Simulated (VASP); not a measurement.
# Sr4O3 in VASP: further runs

Sr4O3 is run at these levels: PBE; tasks: single point.

Everything below comes from runs of VASP 6.6.1. Logs are shortened: lines on timing, memory, paths and dates and some standing lists are left out, and cuts for length are marked.

## 1. The cell of the first run

The structure is cubic, space group P-43m (No. 215). The conventional cell has a = 5.721 Å, b = 5.721 Å, c = 5.721 Å, α = 90.00°, β = 90.00°, γ = 90.00°. Within 3.2 Å of Sr (site symmetry 3m) lie 3 O at 2.44 Å. O (site symmetry -42m) has 4 Sr at 2.44 Å within 3.2 Å.

## 2. Single point, PBE

INCAR

```
SYSTEM = Sr4O3
ALGO = Normal
EDIFF = 1E-6
ENCUT = 520
GGA = PE
ISIF = 2
ISMEAR = 0
LASPH = .TRUE.
LCHARG = .TRUE.
LELF = .TRUE.
LREAL = .FALSE.
LVHAR = .TRUE.
LWAVE = .FALSE.
NBANDS = 38
NELM = 100
PREC = Accurate
SIGMA = 0.1
```

KPOINTS

```
k-points
0
G
  2 2 2
  0 0 0
```

POSCAR

```
Sr4O3
1.0
    5.7207819770      0.0000000000      0.0000000000
    0.0000000000      5.7207819770      0.0000000000
    0.0000000000      0.0000000000      5.7207819770
Sr O
4 3
Direct
    0.7631522987      0.7631522987      0.7631522987
    0.2368477013      0.2368477013      0.7631522987
    0.2368477013      0.7631522987      0.2368477013
    0.7631522987      0.2368477013      0.2368477013
    0.0000000000      0.0000000000      0.5000000000
    0.5000000000      0.0000000000      1.0000000000
    1.0000000000      0.5000000000      1.0000000000
```

Potentials or basis: VASP PAW PBE potentials, release 64 (Sr_sv, O).

Command:

```bash
$ cat potpaw_PBE.64/Sr_sv/POTCAR potpaw_PBE.64/O/POTCAR > POTCAR
$ mpirun -np 1 vasp_std > vasp.out
```

OUTCAR:

```text
SYSTEM = Sr4O3
   EDIFF = 1E-6
   ENCUT = 520
   GGA = PE
   ISIF = 2
   ISMEAR = 0
   LASPH = .TRUE.
   LREAL = .FALSE.
   NELM = 100
   PREC = Accurate

 ion  position               nearest neighbor table
   1  0.763  0.763  0.763-   6 2.44   7 2.44   5 2.44   2 3.83   3 3.83   4 3.83   3 4.05   4 4.05
                             2 4.05   4 4.05   2 4.05   3 4.05   4 4.26   3 4.26   2 4.26
   2  0.237  0.237  0.763-   6 2.44   7 2.44   5 2.44   1 3.83   3 3.83   4 3.83   1 4.05   3 4.05
                             1 4.05   4 4.05   3 4.05   4 4.05   3 4.26   1 4.26   4 4.26
   3  0.237  0.763  0.237-   6 2.44   7 2.44   5 2.44   1 3.83   2 3.83   4 3.83   1 4.05   2 4.05
                             1 4.05   4 4.05   2 4.05   4 4.05   2 4.26   1 4.26   4 4.26
   4  0.763  0.237  0.237-   6 2.44   7 2.44   5 2.44   1 3.83   2 3.83   3 3.83   1 4.05   2 4.05
                             1 4.05   3 4.05   2 4.05   3 4.05   2 4.26   1 4.26   3 4.26
   5  0.000  0.000  0.500-   1 2.44   2 2.44   3 2.44   4 2.44
   6  0.500  0.000  0.000-   1 2.44   2 2.44   3 2.44   4 2.44
   7  0.000  0.500  0.000-   1 2.44   2 2.44   3 2.44   4 2.44

  LATTYP: Found a simple cubic cell.
 ALAT       =     5.7207819770

  Lattice vectors:

 A1 = (   5.7207819770,   0.0000000000,   0.0000000000)
 A2 = (   0.0000000000,   5.7207819770,   0.0000000000)
 A3 = (   0.0000000000,   0.0000000000,   5.7207819770)

Analysis of symmetry for initial positions (statically):
=====================================================================
 Subroutine PRICEL returns:
 Original cell was already a primitive cell.

 Routine SETGRP: Setting up the symmetry group for a
 simple cubic supercell.

 Subroutine GETGRP returns: Found 24 space group operations
 (whereof 24 operations were pure point group operations)
 out of a pool of 48 trial point group operations.

The static configuration has the point symmetry T_d .

Analysis of symmetry for dynamics (positions and initial velocities):
=====================================================================
 Subroutine PRICEL returns:
 Original cell was already a primitive cell.

 Routine SETGRP: Setting up the symmetry group for a
 simple cubic supercell.

 Subroutine GETGRP returns: Found 24 space group operations
 (whereof 24 operations were pure point group operations)
 out of a pool of 48 trial point group operations.

The dynamic configuration has the point symmetry T_d .

 Subroutine INISYM returns: Found 24 space group operations
 (whereof 24 operations are pure point group operations),
 and found     1 'primitive' translations

----------------------------------------------------------------------------------------

                                     Primitive cell

  volume of cell :     187.2260

  direct lattice vectors                    reciprocal lattice vectors
     5.720781977  0.000000000  0.000000000     0.174801278  0.000000000  0.000000000
     0.000000000  5.720781977  0.000000000     0.000000000  0.174801278  0.000000000
     0.000000000  0.000000000  5.720781977     0.000000000  0.000000000  0.174801278

  length of vectors
     5.720781977  5.720781977  5.720781977     0.174801278  0.174801278  0.174801278

  position of ions in fractional coordinates (direct lattice)
     0.763152299  0.763152299  0.763152299
     0.236847701  0.236847701  0.763152299
     0.236847701  0.763152299  0.236847701
     0.763152299  0.236847701  0.236847701
     0.000000000  0.000000000  0.500000000
     0.500000000  0.000000000  0.000000000
     0.000000000  0.500000000  0.000000000

  ion indices of the primitive-cell ions
   primitive index   ion index
                 1           1
                 2           2
                 3           3
                 4           4
                 5           5
                 6           6
                 7           7

----------------------------------------------------------------------------------------

 KPOINTS: k-points

Automatic generation of k-mesh.
 Grid dimensions read from file:
 generate k-points for:    2    2    2

 Generating k-lattice:

  Cartesian coordinates                     Fractional coordinates (reciprocal lattice)
     0.087400639  0.000000000  0.000000000     0.500000000  0.000000000  0.000000000
     0.000000000  0.087400639  0.000000000     0.000000000  0.500000000  0.000000000
     0.000000000  0.000000000  0.087400639     0.000000000  0.000000000  0.500000000

  Length of vectors
     0.087400639  0.087400639  0.087400639

  Shift w.r.t. Gamma in fractional coordinates (k-lattice)
     0.000000000  0.000000000  0.000000000

 Subroutine IBZKPT returns following result:
 ===========================================

 Found      4 irreducible k-points:

 Following reciprocal coordinates:
            Coordinates               Weight
  0.000000  0.000000  0.000000      1.000000
  0.500000  0.000000  0.000000      3.000000
  0.500000  0.500000  0.000000      3.000000
  0.500000  0.500000  0.500000      1.000000
   k-points           NKPTS =      4   k-points in BZ     NKDIM =      4   number of bands    NBANDS=     38
   number of dos      NEDOS =    301   number of ions     NIONS =      7
   total plane-waves  NPLWV = 110592
   dimension x,y,z NGX =    48 NGY =   48 NGZ =   48
   dimension x,y,z NGXF=    96 NGYF=   96 NGZF=   96
   ions per type =               4   3
   NGX,Y,Z   is equivalent  to a cutoff of  13.95, 13.95, 13.95 a.u.
   NGXF,Y,Z  is equivalent  to a cutoff of  27.90, 27.90, 27.90 a.u.
 SYSTEM =  Sr4O3
   PREC   = accura    normal or accurate (medium, high low for compatibility)
   ISTART =      0    job   : 0-new  1-cont  2-samecut
   ICHARG =      2    charge: 1-file 2-atom 10-const
   ISPIN  =      1    spin polarized calculation?
   LNONCOLLINEAR =      F non collinear calculations
   LSORBIT =      F    spin-orbit coupling
   LASPH  =      T    aspherical Exc in radial PAW
   ENCUT  =  520.0 eV  38.22 Ry    6.18 a.u.  10.64 10.64 10.64*2*pi/ulx,y,z
   NELM   =    100;   NELMIN=  2; NELMDL= -5     # of ELM steps
   EDIFF  = 0.1E-05   stopping-criterion for ELM
   LREAL  =      F    real-space projection
   EDIFFG = 0.1E-04   stopping-criterion for IOM
   NSW    =      0    number of steps for IOM
   IBRION =     -1    ionic relax: 0-MD 1-quasi-New 2-CG
   NFREE  =      0    steps in history (QN), initial steepest desc. (CG)
   ISIF   =      2    stress and relaxation
   ISYM   =      2    0-nonsym 1-usesym 2-fastsym
   POTIM  = 0.5000    time-step for ionic-motion
   TEBEG  =    0.0;   TEEND  =   0.0 temperature during run
   PSTRESS=    0.0 pullay stress
   NELECT =      58.0000    total number of electrons
   NUPDOWN=      -1.0000    fix difference up-down
   EMIN   =  10.00;   EMAX   =-10.00  energy-range for DOS
   EFERMI =   0.00;   METHOD = LEGACY
   ISMEAR =     0;   SIGMA  =   0.10  broadening in eV -4-tet -1-fermi 0-gaus
   EFERMI_NEDOS =   21; number of points for ismear=-14 and -15
   IALGO  =     38    algorithm
   IMIX   =      4    mixing-type and parameters
     AMIX     =   0.40;   BMIX     =  1.00
     AMIX_MAG =   1.60;   BMIX_MAG =  1.00
  volume/ion in A,a.u.               =      26.75       180.49
  Fermi-wavevector in a.u.,A,eV,Ry     =   1.107717  2.093281 16.694847  1.227037
  Thomas-Fermi vector in A             =   2.244235
   LORBIT       =      0    0 simple, 1 ext, 2 COOP (PROOUT), +10 PAW based schemes
   GGA     = PE    functional components
   LHFCALC =     F    Hartree Fock is set to
   AEXX    =    0.0000 exact exchange contribution
   IVDW    =     0    specifies the selected vdW correction
   LEPSILON=     F    determine dielectric tensor
   LRPA    =     F    only Hartree local field effects (RPA)
 non-spin polarized calculation
 Gauss-broadening in eV      SIGMA  =   0.10
  energy-cutoff  :      520.00
  volume of cell :      187.23
 maximum number of plane-waves:      5056
 NGX is ok and might be reduce to    48
   NGX = 21   NGY = 21   NGZ = 21

 number of electron      58.0000016 magnetization

 Free energy of the ion-electron system (eV)
  ---------------------------------------------------
  ext. energy  EPLUGINS =         0.00000000
  ---------------------------------------------------
  free energy    TOTEN  =       -36.48351433 eV

  energy without entropy =      -36.48013255  energy(sigma->0) =      -36.48182344

 E-fermi :   2.6599     XC(G=0):  -8.2398

 val. band max:        2.5009700086   @ k =   0.5000   0.5000   0.0000
 cond. band min:       2.8188833138   @ k =   0.5000   0.0000   0.0000
 fundamental gap:      0.3179133051
 Fermi energy:         2.6599266615

 k-point     1 :       0.0000    0.0000    0.0000
  band No.  band energies     occupation
      1     -32.8382      2.00000
      2     -32.7777      2.00000
      3     -32.7777      2.00000
      4     -32.7777      2.00000
      5     -16.5765      2.00000
      6     -16.5765      2.00000
[... 30 lines left out ...]
     37       7.4877      0.00000
     38       7.4877      0.00000

 k-point     2 :       0.5000    0.0000    0.0000
  band No.  band energies     occupation
      1     -32.8184      2.00000
      2     -32.7976      2.00000
      3     -32.7777      2.00000
      4     -32.7777      2.00000
      5     -16.5472      2.00000
      6     -16.3305      2.00000
[... 30 lines left out ...]
     37       6.4664      0.00000
     38       6.7626      0.00000

 k-point     3 :       0.5000    0.5000    0.0000
  band No.  band energies     occupation
      1     -32.8037      2.00000
      2     -32.7923      2.00000
      3     -32.7923      2.00000
      4     -32.7829      2.00000
      5     -16.3481      2.00000
      6     -16.3481      2.00000
[... 30 lines left out ...]
     37       6.0871      0.00000
     38       6.5981      0.00000

 k-point     4 :       0.5000    0.5000    0.5000
  band No.  band energies     occupation
      1     -32.7942      2.00000
      2     -32.7922      2.00000
      3     -32.7922      2.00000
      4     -32.7922      2.00000
      5     -16.3936      2.00000
      6     -16.3936      2.00000
[... 30 lines left out ...]
     37       6.3770      0.00000
     38       6.3770      0.00000

------------------------ aborting loop because EDIFF is reached ----------------------------------------

  FORCE on cell =-STRESS in cart. coord.  units (eV):
  Direction    XX          YY          ZZ          XY          YZ          ZX
  --------------------------------------------------------------------------------------
  -------------------------------------------------------------------------------------
  Total        0.4881772      0.4881772      0.4881772     -0.0000000     -0.0000000      0.0000000
  in kB        4.1775520      4.1775520      4.1775520     -0.0000000     -0.0000000      0.0000000
  external PRESSURE =       4.1775520 kB  Pullay stress =       0.0000000 kB

 VOLUME and BASIS-vectors are now :
 -----------------------------------------------------------------------------
  energy-cutoff  :      520.00
  volume of cell :      187.23
      direct lattice vectors                 reciprocal lattice vectors
     5.720781977  0.000000000  0.000000000     0.174801278  0.000000000  0.000000000
     0.000000000  5.720781977  0.000000000     0.000000000  0.174801278  0.000000000
     0.000000000  0.000000000  5.720781977     0.000000000  0.000000000  0.174801278

 POSITION                                       TOTAL-FORCE (eV/Angst)
 -----------------------------------------------------------------------------------
      4.36583      4.36583      4.36583        -0.122771     -0.122771     -0.122771
      1.35495      1.35495      4.36583         0.122771      0.122771     -0.122771
      1.35495      4.36583      1.35495         0.122771     -0.122771      0.122771
      4.36583      1.35495      1.35495        -0.122771      0.122771      0.122771
      0.00000      0.00000      2.86039        -0.000000      0.000000     -0.000000
      2.86039      0.00000      0.00000        -0.000000      0.000000     -0.000000
      0.00000      2.86039      0.00000        -0.000000     -0.000000     -0.000000
 -----------------------------------------------------------------------------------
    total drift:                               -0.000000     -0.000000     -0.000000

  FREE ENERGIE OF THE ION-ELECTRON SYSTEM (eV)
  ---------------------------------------------------
  free  energy   TOTEN  =       -36.4835143289 eV

  energy  without entropy=      -36.4801325515  energy(sigma->0) =      -36.48182344
```

Run time: 45 s. Hardware: 1 thread of Intel Xeon 6975P-C, shared host; peak memory 0.31 GiB.

Results:

```
Free energy            : -36.4835 eV
Pressure               : 0.4 GPa
Largest force          : 0.213 eV/Å
Band gap on the k mesh : 0.32 eV, indirect (least direct gap 0.64 eV)
```

Forces on the atoms (eV/Å):
```
Sr  -0.123 -0.123 -0.123
Sr   0.123  0.123 -0.123
Sr   0.123 -0.123  0.123
Sr  -0.123  0.123  0.123
O    0.000  0.000  0.000
O    0.000  0.000  0.000
O    0.000  0.000  0.000
```

Levels at points of the mesh, in eV from the valence-band top:
```csv
k point,band 26,band 27,band 28,band 29,band 30,band 31,band 32,band 33
"(0.00, 0.00, 0.00)",-2.76,-2.76,-2.76,-1.79,1.31,1.54,1.54,1.77
"(0.50, 0.00, 0.00)",-3.24,-3.24,-2.76,-0.32,0.32,1.36,1.58,1.98
"(0.50, 0.50, 0.00)",-3.31,-3.30,-3.24,0.00,0.90,0.99,0.99,2.46
"(0.50, 0.50, 0.50)",-3.29,-3.29,-3.29,-0.28,1.28,1.28,1.28,2.16
```

Caveat: the k points lie up to 0.55 Å⁻¹ apart. A k mesh can miss the band edges.

## 3. Single point, PBE

This run uses another cell than the first one, of 26.65 Å³/atom, 0.996 times its volume.

INCAR

```
PREC = Accurate
ENCUT = 520
EDIFF = 1E-6
ISMEAR = 0
SIGMA = 0.1
LREAL = False
LASPH = True
NELM = 60
ALGO = Normal
ISIF = 2
LWAVE = False
LCHARG = False
GGA = PE
NBANDS = 38
```

KPOINTS

```
regular mesh
0
Gamma
  2 2 2
```

POSCAR

```
Sr4O3
1.0
    5.7243321024     -0.0007020889     -0.0016107434
   -0.0008284463      5.7166822792     -0.0005619847
   -0.0021129515     -0.0006406117      5.7001463217
Sr O
4 3
Direct
    0.7606584983      0.7607291017      0.7607459409
    0.2392957558      0.2393134042      0.7608398059
    0.2393376205      0.7607687608      0.2392631073
    0.7607315357      0.2393397426      0.2392282186
   -0.0000135126     -0.0000586656      0.4999793910
    0.5000153000     -0.0000927297      0.9999695986
    0.9999748023      0.5000003860      0.9999739376
```

Potentials or basis: VASP PAW PBE potentials, release 64 (Sr_sv, O).

Command:

```bash
$ cat potpaw_PBE.64/Sr_sv/POTCAR potpaw_PBE.64/O/POTCAR > POTCAR
$ mpirun -np 1 vasp_std > vasp.out
```

OUTCAR:

```text
PREC = Accurate
   ENCUT = 520
   EDIFF = 1E-6
   ISMEAR = 0
   LREAL = False
   LASPH = True
   NELM = 60
   ISIF = 2
   GGA = PE

 ion  position               nearest neighbor table
   1  0.761  0.761  0.761-   7 2.44   6 2.44   5 2.44   4 3.86   3 3.87   2 3.87   4 4.04   4 4.04
                             3 4.04   3 4.04   2 4.05   2 4.05   4 4.21   3 4.21   2 4.22
   2  0.239  0.239  0.761-   5 2.44   6 2.44   7 2.44   3 3.86   4 3.87   1 3.87   3 4.04   3 4.04
                             4 4.04   4 4.04   1 4.05   1 4.05   3 4.21   4 4.21   1 4.22
   3  0.239  0.761  0.239-   7 2.44   5 2.44   6 2.44   2 3.86   1 3.87   4 3.87   2 4.04   2 4.04
                             1 4.04   1 4.04   4 4.05   4 4.05   2 4.21   1 4.21   4 4.22
[... 530 lines left out ...]
  in kB        2.9490526      3.1261764      3.5042905      0.0556879      0.0491363      0.1356486
  external PRESSURE =       3.1931732 kB  Pullay stress =       0.0000000 kB

 VOLUME and BASIS-vectors are now :
 -----------------------------------------------------------------------------
  energy-cutoff  :      520.00
  volume of cell :      186.53
      direct lattice vectors                 reciprocal lattice vectors
     5.724332102 -0.000702089 -0.001610743     0.174692891  0.000025322  0.000064759
    -0.000828446  5.716682279 -0.000561985     0.000021460  0.174926641  0.000019667
    -0.002112951 -0.000640612  5.700146322     0.000049367  0.000017253  0.175434113

 POSITION                                       TOTAL-FORCE (eV/Angst)
 -----------------------------------------------------------------------------------
      4.35202      4.34783      4.33471        -0.024807     -0.025126     -0.025429
      1.36800      1.36742      4.33638         0.025648      0.025316     -0.025701
      1.36891      4.34875      1.36302         0.025356     -0.025304      0.025305
      4.35398      1.36754      1.36228        -0.025458      0.024715      0.025429
      5.72237      5.71532      2.84778        -0.000336      0.000037      0.000273
      2.85931      5.71516      5.69861        -0.000373      0.000688      0.000171
      5.72166      2.85700      5.69811        -0.000029     -0.000327     -0.000049
 -----------------------------------------------------------------------------------
    total drift:                                0.000008      0.000038     -0.000013

  FREE ENERGIE OF THE ION-ELECTRON SYSTEM (eV)
  ---------------------------------------------------
  free  energy   TOTEN  =       -36.4939852279 eV

  energy  without entropy=      -36.4932056161  energy(sigma->0) =      -36.49359542
```

Wall time 64 s (1 thread of Intel Xeon 6975P-C, shared host); peak memory 0.31 GiB.

What came out:

```
Free energy            : -36.4940 eV
Pressure               : 0.3 GPa
Largest force          : 0.044 eV/Å
Band gap on the k mesh : 0.39 eV, indirect (least direct gap 0.72 eV)
```

Forces on the atoms (eV/Å):
```
Sr  -0.025 -0.025 -0.025
Sr   0.026  0.025 -0.026
Sr   0.025 -0.025  0.025
Sr  -0.025  0.025  0.025
O    0.000  0.000  0.000
O    0.000  0.001  0.000
O    0.000  0.000  0.000
```

Caveat: the k points lie up to 0.55 Å⁻¹ apart.

[end of part 1 of 3]
